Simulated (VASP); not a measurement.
# Ti2B in VASP: further runs

The runs below take Ti2B through single point, with PBE.

Everything below comes from runs of VASP 6.6.1. Logs are shortened: lines on timing, memory, paths and dates and some standing lists are left out, and cuts for length are marked.

## Step 1: The cell of the first run

The typed cell holds 6 atoms: a = 5.567 Å, b = 5.567 Å, c = 3.162 Å, α = 90.00°, β = 90.00°, γ = 120.00°.

The cell was built from a structure type or drawn by symmetry, and may not be a known phase.

## Step 2: Single point, PBE

INCAR

```
SYSTEM = Ti2B
ALGO = Normal
EDIFF = 1E-6
ENCUT = 520
GGA = PE
ISIF = 2
ISMEAR = 0
LASPH = .TRUE.
LCHARG = .FALSE.
LREAL = .FALSE.
LWAVE = .FALSE.
NBANDS = 36
NELM = 100
PREC = Accurate
SIGMA = 0.1
```

KPOINTS

```
k-points
0
G
  6 6 4
  0 0 0
```

POSCAR

```
Ti2B
1.0
    5.5670310972      0.0000000038      0.0000000000
   -2.7835155519      4.8211903519      0.0000000000
    0.0000000000      0.0000000000      3.1615014978
Ti B
4 2
Direct
    0.5000000000      0.0000000000      0.2533057551
    0.0000000000      0.5000000000      0.2533057551
    0.5000000000      0.5000000000      0.2533057551
    0.0000000000      0.0000000000      0.7533045271
    0.3333333333      0.6666666667      0.7532675888
    0.6666666667      0.3333333333      0.7532675888
```

Potentials or basis: VASP PAW PBE potentials, release 64 (Ti_sv, B).

Run with:

```sh
cat potpaw_PBE.64/Ti_sv/POTCAR potpaw_PBE.64/B/POTCAR > POTCAR
mpirun -np 1 vasp_std > vasp.out
```

OUTCAR:

```text
SYSTEM = Ti2B
   EDIFF = 1E-6
   ENCUT = 520
   GGA = PE
   ISIF = 2
   ISMEAR = 0
   LASPH = .TRUE.
   LREAL = .FALSE.
   NELM = 100
   PREC = Accurate

 ion  position               nearest neighbor table
   1  0.500  0.000  0.253-   5 2.25   6 2.25   5 2.25   6 2.25   2 2.78   2 2.78   3 2.78   3 2.78

   2  0.000  0.500  0.253-   5 2.25   6 2.25   5 2.25   6 2.25   1 2.78   1 2.78   3 2.78   3 2.78

   3  0.500  0.500  0.253-   5 2.25   6 2.25   5 2.25   6 2.25   1 2.78   1 2.78   2 2.78   2 2.78

   4  0.000  0.000  0.753-
   5  0.333  0.667  0.753-   1 2.25   2 2.25   3 2.25   1 2.25   2 2.25   3 2.25
   6  0.667  0.333  0.753-   1 2.25   2 2.25   3 2.25   1 2.25   2 2.25   3 2.25

  LATTYP: Found a hexagonal cell.
 ALAT       =     5.5670310972
 C/A-ratio  =     0.5678972225

  Lattice vectors:

 A1 = (   5.5670310972,   0.0000000038,   0.0000000000)
 A2 = (  -2.7835155519,   4.8211903519,   0.0000000000)
 A3 = (   0.0000000000,   0.0000000000,   3.1615014978)

Analysis of symmetry for initial positions (statically):
=====================================================================
 Subroutine PRICEL returns:
 Original cell was already a primitive cell.

 Routine SETGRP: Setting up the symmetry group for a
 hexagonal supercell.

 Subroutine GETGRP returns: Found 12 space group operations
 (whereof 12 operations were pure point group operations)
 out of a pool of 24 trial point group operations.

The static configuration has the point symmetry C_6v.

Analysis of symmetry for dynamics (positions and initial velocities):
=====================================================================
 Subroutine PRICEL returns:
 Original cell was already a primitive cell.

 Routine SETGRP: Setting up the symmetry group for a
 hexagonal supercell.

 Subroutine GETGRP returns: Found 12 space group operations
 (whereof 12 operations were pure point group operations)
 out of a pool of 24 trial point group operations.

The dynamic configuration has the point symmetry C_6v.

 Subroutine INISYM returns: Found 12 space group operations
 (whereof 12 operations are pure point group operations),
 and found     1 'primitive' translations

----------------------------------------------------------------------------------------

                                     Primitive cell

  volume of cell :      84.8538

  direct lattice vectors                    reciprocal lattice vectors
     5.567031097  0.000000004  0.000000000     0.179628959  0.103708828  0.000000000
    -2.783515552  4.821190352  0.000000000    -0.000000000  0.207417656  0.000000000
     0.000000000  0.000000000  3.161501498     0.000000000  0.000000000  0.316305401

  length of vectors
     5.567031097  5.567031097  3.161501498     0.207417656  0.207417656  0.316305401

  position of ions in fractional coordinates (direct lattice)
     0.500000000  0.000000000  0.253305755
     0.000000000  0.500000000  0.253305755
     0.500000000  0.500000000  0.253305755
     0.000000000  0.000000000  0.753304527
     0.333333333  0.666666667  0.753267589
     0.666666667  0.333333333  0.753267589

  ion indices of the primitive-cell ions
   primitive index   ion index
                 1           1
                 2           2
                 3           3
                 4           4
                 5           5
                 6           6

----------------------------------------------------------------------------------------

 KPOINTS: k-points

Automatic generation of k-mesh.
 Grid dimensions read from file:
 generate k-points for:    6    6    4

 Generating k-lattice:

  Cartesian coordinates                     Fractional coordinates (reciprocal lattice)
     0.029938160  0.017284805  0.000000000     0.166666667  0.000000000  0.000000000
    -0.000000000  0.034569609  0.000000000     0.000000000  0.166666667  0.000000000
     0.000000000  0.000000000  0.079076350     0.000000000  0.000000000  0.250000000

  Length of vectors
     0.034569609  0.034569609  0.079076350

  Shift w.r.t. Gamma in fractional coordinates (k-lattice)
     0.000000000  0.000000000  0.000000000

 Subroutine IBZKPT returns following result:
 ===========================================

 Found     21 irreducible k-points:

 Following reciprocal coordinates:
            Coordinates               Weight
  0.000000  0.000000  0.000000      1.000000
  0.166667 -0.000000  0.000000      6.000000
  0.333333 -0.000000  0.000000      6.000000
  0.500000  0.000000  0.000000      3.000000
  0.166667  0.166667  0.000000      6.000000
  0.333333  0.166667  0.000000     12.000000
[... 13 lines left out ...]
  0.333333  0.166667  0.500000     12.000000
  0.333333  0.333333  0.500000      2.000000
   k-points           NKPTS =     21   k-points in BZ     NKDIM =     21   number of bands    NBANDS=     36
   number of dos      NEDOS =    301   number of ions     NIONS =      6
   total plane-waves  NPLWV =  42336
   dimension x,y,z NGX =    42 NGY =   42 NGZ =   24
   dimension x,y,z NGXF=    84 NGYF=   84 NGZF=   48
   ions per type =               4   2
   NGX,Y,Z   is equivalent  to a cutoff of  12.54, 12.54, 12.62 a.u.
   NGXF,Y,Z  is equivalent  to a cutoff of  25.08, 25.08, 25.24 a.u.
 SYSTEM =  Ti2B
   PREC   = accura    normal or accurate (medium, high low for compatibility)
   ISTART =      0    job   : 0-new  1-cont  2-samecut
   ICHARG =      2    charge: 1-file 2-atom 10-const
   ISPIN  =      1    spin polarized calculation?
   LNONCOLLINEAR =      F non collinear calculations
   LSORBIT =      F    spin-orbit coupling
   LASPH  =      T    aspherical Exc in radial PAW
   ENCUT  =  520.0 eV  38.22 Ry    6.18 a.u.  10.35 10.35  5.88*2*pi/ulx,y,z
   NELM   =    100;   NELMIN=  2; NELMDL= -5     # of ELM steps
   EDIFF  = 0.1E-05   stopping-criterion for ELM
   LREAL  =      F    real-space projection
[... 7 lines left out ...]
   TEBEG  =    0.0;   TEEND  =   0.0 temperature during run
   PSTRESS=    0.0 pullay stress
   NELECT =      54.0000    total number of electrons
   NUPDOWN=      -1.0000    fix difference up-down
   EMIN   =  10.00;   EMAX   =-10.00  energy-range for DOS
   EFERMI =   0.00;   METHOD = LEGACY
   ISMEAR =     0;   SIGMA  =   0.10  broadening in eV -4-tet -1-fermi 0-gaus
   EFERMI_NEDOS =   21; number of points for ismear=-14 and -15
   IALGO  =     38    algorithm
   IMIX   =      4    mixing-type and parameters
     AMIX     =   0.40;   BMIX     =  1.00
     AMIX_MAG =   1.60;   BMIX_MAG =  1.00
  volume/ion in A,a.u.               =      14.14        95.44
  Fermi-wavevector in a.u.,A,eV,Ry     =   1.408150  2.661018 26.978815  1.982887
  Thomas-Fermi vector in A             =   2.530337
   LORBIT       =      0    0 simple, 1 ext, 2 COOP (PROOUT), +10 PAW based schemes
   GGA     = PE    functional components
   LHFCALC =     F    Hartree Fock is set to
   AEXX    =    0.0000 exact exchange contribution
   IVDW    =     0    specifies the selected vdW correction
   LEPSILON=     F    determine dielectric tensor
   LRPA    =     F    only Hartree local field effects (RPA)
 non-spin polarized calculation
 Gauss-broadening in eV      SIGMA  =   0.10
  energy-cutoff  :      520.00
  volume of cell :       84.85
 maximum number of plane-waves:      2318
 NGX is ok and might be reduce to    42
   NGX = 21   NGY = 21   NGZ = 11

 number of electron      54.0000009 magnetization

 Free energy of the ion-electron system (eV)
  ---------------------------------------------------
  ext. energy  EPLUGINS =         0.00000000
  ---------------------------------------------------
  free energy    TOTEN  =       -45.85552972 eV

  energy without entropy =      -45.83303642  energy(sigma->0) =      -45.84428307

 E-fermi :   7.4528     XC(G=0): -11.4942

 val. band max:        7.4181677007   @ k =   0.3333   0.1667   0.0000
 cond. band min:       7.4761341228   @ k =   0.5000   0.0000   0.0000
 fundamental gap:      0.0579664221
 Fermi energy:         7.4527604244

 k-point     1 :       0.0000    0.0000    0.0000
  band No.  band energies     occupation
      1     -49.9054      2.00000
      2     -49.0546      2.00000
      3     -48.9516      2.00000
      4     -48.9516      2.00000
      5     -26.2171      2.00000
      6     -26.2171      2.00000
[... 28 lines left out ...]
     35       9.9303      0.00000
     36      10.3838      0.00000

 k-point     2 :       0.1667   -0.0000    0.0000
  band No.  band energies     occupation
      1     -49.9053      2.00000
      2     -49.0486      2.00000
      3     -48.9578      2.00000
      4     -48.9516      2.00000
      5     -26.2151      2.00000
      6     -26.2127      2.00000
[... 28 lines left out ...]
     35       9.9170      0.00000
     36      10.3536      0.00000

 k-point     3 :       0.3333   -0.0000    0.0000
  band No.  band energies     occupation
      1     -49.9052      2.00000
      2     -49.0332      2.00000
      3     -48.9737      2.00000
      4     -48.9517      2.00000
      5     -26.2112      2.00000
      6     -26.2039      2.00000
[... 28 lines left out ...]
     35       9.6736      0.00000
     36      10.1018      0.00000
[... 625 lines left out ...]
 k-point    20 :       0.3333    0.1667    0.5000
  band No.  band energies     occupation
      1     -49.8917      2.00000
      2     -49.0046      2.00000
      3     -48.9705      2.00000
      4     -48.9362      2.00000
      5     -26.1906      2.00000
      6     -26.1874      2.00000
[... 28 lines left out ...]
     35      10.1412      0.00000
     36      10.2286      0.00000

 k-point    21 :       0.3333    0.3333    0.5000
  band No.  band energies     occupation
      1     -49.8917      2.00000
      2     -48.9876      2.00000
      3     -48.9876      2.00000
      4     -48.9362      2.00000
      5     -26.1896      2.00000
      6     -26.1896      2.00000
[... 28 lines left out ...]
     35      10.1461      0.00000
     36      10.1462      0.00000

------------------------ aborting loop because EDIFF is reached ----------------------------------------

  FORCE on cell =-STRESS in cart. coord.  units (eV):
  Direction    XX          YY          ZZ          XY          YZ          ZX
  --------------------------------------------------------------------------------------
  -------------------------------------------------------------------------------------
  Total       -0.0255729     -0.0255729      0.0107974      0.0000000      0.0000000      0.0000000
  in kB       -0.4828580     -0.4828580      0.2038733      0.0000000      0.0000000      0.0000000
  external PRESSURE =      -0.2539476 kB  Pullay stress =       0.0000000 kB

 VOLUME and BASIS-vectors are now :
 -----------------------------------------------------------------------------
  energy-cutoff  :      520.00
  volume of cell :       84.85
      direct lattice vectors                 reciprocal lattice vectors
     5.567031097  0.000000004  0.000000000     0.179628959  0.103708828  0.000000000
    -2.783515552  4.821190352  0.000000000    -0.000000000  0.207417656  0.000000000
     0.000000000  0.000000000  3.161501498     0.000000000  0.000000000  0.316305401

 POSITION                                       TOTAL-FORCE (eV/Angst)
 -----------------------------------------------------------------------------------
      2.78352      0.00000      0.80083         0.000000     -0.000000     -0.000916
     -1.39176      2.41060      0.80083         0.000000     -0.000000     -0.000916
      1.39176      2.41060      0.80083        -0.000000     -0.000000     -0.000916
      0.00000      0.00000      2.38157        -0.000000     -0.000000     -0.000246
     -0.00000      3.21413      2.38146         0.000000     -0.000000      0.001498
      2.78352      1.60706      2.38146        -0.000000      0.000000      0.001498
 -----------------------------------------------------------------------------------
    total drift:                                0.000000      0.000000      0.000615

  FREE ENERGIE OF THE ION-ELECTRON SYSTEM (eV)
  ---------------------------------------------------
  free  energy   TOTEN  =       -45.8555297198 eV

  energy  without entropy=      -45.8330364153  energy(sigma->0) =      -45.84428307
```

Wall time 43 s (1 thread of Intel Xeon 6975P-C (Granite Rapids), shared host); peak memory 0.21 GiB.

What came out:

- Free energy: -45.8555 eV
- Pressure: 0.0 GPa
- Band gap on the k mesh: zero (bands 27 and 28 overlap by 0.39 eV)

Caveat: the k points lie up to 0.50 Å⁻¹ apart.

## Step 3: Single point, PBE

This run uses another cell than the first one, of 14.18 Å³/atom.

INCAR

```
SYSTEM = Ti2B
PREC = Accurate
ENCUT = 520
EDIFF = 1E-7
ISMEAR = 0
SIGMA = 0.1
LREAL = .False.
LASPH = .True.
NELM = 80
ALGO = Fast
ISIF = 2
LWAVE = .False.
LCHARG = .True.
GGA = PE
LELF = .True.
LVHAR = .True.
NBANDS = 36
```

KPOINTS

```
regular mesh
0
Gamma
  6 6 6
  0 0 0
```

POSCAR

```
Ti2B
1.0
    5.5902253163      0.0000000000      0.0000000000
   -2.7951126581      4.8412771368      0.0000000000
    0.0000000000      0.0000000000      3.1438749522
Ti B
4 2
Direct
    0.5000000000      0.0000000000      0.0000000000
    0.0000000000      0.5000000000      0.0000000000
    0.5000000000      0.5000000000      0.0000000000
    0.0000000000      0.0000000000      0.5000000000
    0.3333333333      0.6666666667      0.5000000000
    0.6666666667      0.3333333333      0.5000000000
```

Potentials or basis: VASP PAW PBE potentials, release 64 (Ti_sv, B).

Run with:

```sh
cat potpaw_PBE.64/Ti_sv/POTCAR potpaw_PBE.64/B/POTCAR > POTCAR
mpirun -np 1 vasp_std > vasp.out
```

Run time: 2.9 min. Hardware: 1 thread of Intel Xeon 6975P-C (Granite Rapids), shared host; peak memory 0.23 GiB.

Results (log left out):

```
Free energy            : -45.8591 eV
Pressure               : -0.2 GPa
Band gap on the k mesh : zero (bands 27 and 28 overlap by 0.41 eV)
```

Stress tensor (GPa, compression positive):
```
-0.37  0.00  0.00
 0.00 -0.37  0.00
 0.00  0.00  0.04
```

Levels at points of the mesh, in eV from the Fermi level:
```tsv
k point	band 25	band 26	band 27	band 28	band 29	band 30
(0.00, 0.00, 0.00)	-0.76	-0.31	-0.31	0.65	0.65	0.76
(0.50, 0.00, 0.00)	-0.64	-0.35	-0.14	-0.02	0.14	0.68
(0.00, 0.00, 0.50)	-0.60	-0.34	-0.34	-0.34	-0.34	1.35
(0.50, 0.00, 0.50)	-0.98	-0.78	-0.26	0.41	0.62	0.73
```
